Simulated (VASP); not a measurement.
Here is a VASP 6.6.1 calculation.

Contents of INCAR:

```
SYSTEM = H
  PREC = Accurate
  ENCUT = 520
  EDIFF = 1E-6
  ISMEAR = -1
  SIGMA = 0.13605693000000002
  LREAL = .False.
  LASPH = .True.
  NELM = 80
  ALGO = Normal
  ISIF = 2
  LWAVE = .False.
  LCHARG = .False.
  GGA = PS
  NBANDS = 6
```

KPOINTS

```
Automatic mesh
0
Gamma
  18 18 18
  0 0 0
```

POSCAR

```
H
1.0
    0.0000000000      1.1340585516      1.1340585516
    1.1340585516      0.0000000000      1.1340585516
    1.1340585516      1.1340585516      0.0000000000
H
1
Direct
    0.0000000000      0.0000000000      0.0000000000
```

Potentials or basis: VASP PAW PBE potentials, release 64 (H).

Command:

```console
$ cat potpaw_PBE.64/H/POTCAR > POTCAR
$ mpirun -np 1 vasp_std > vasp.out
```

(1) Estimate the pressure.

Answers

(1) -0.5 GPa.

Caveat: the PAW data sets were made with another functional, which shifts forces and pressure a little.
